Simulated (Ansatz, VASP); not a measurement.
**Ti2Al in VASP and in Ansatz**

```
CELL_PARAMETERS angstrom
0.00000 3.72685 3.72685
3.72685 0.00000 3.72685
3.72685 3.72685 0.00000
ATOMIC_POSITIONS crystal
Ti 0.12500 0.12500 0.12500
Ti 0.62500 0.12500 0.12500
Ti 0.12500 0.62500 0.12500
Ti 0.12500 0.12500 0.62500
Al 0.50000 0.50000 0.50000
Al 0.75000 0.75000 0.75000
```

Change from the starting cell: species swapped into the ErAl2 type (Fd-3m, No. 227).

Alike in both runs: functional PBE; k mesh 10 × 10 × 10; occupations gaussian, width 0.1 eV; collinear spin.

Ansatz relaxed the structure, and its values are those at the end. VASP's run is a single point on that final structure, the one shown.

|  | VASP | Ansatz |
| --- | --- | --- |
| version | VASP 6.6.1 | Ansatz 0.2.0 |
| potentials or method | VASP PAW PBE potentials, release 64 (Ti_sv, Al), cutoff 520 eV | scalar-relativistic, plane waves, PAW |
| valence electrons in the cell | 54 | 54 |

Ansatz gave:

```
gap on the k mesh at the Fermi level (eV) : none
pressure (GPa)                            : 0.0
net moment per atom (μB)                  : 0.18
```

Task: Estimate VASP's values.

Result: gap on the k mesh at the Fermi level (eV): none; pressure (GPa): -0.2; net moment per atom (μB): 0.18.

A gap of «none» marks a metal or a gap that the smearing closes.
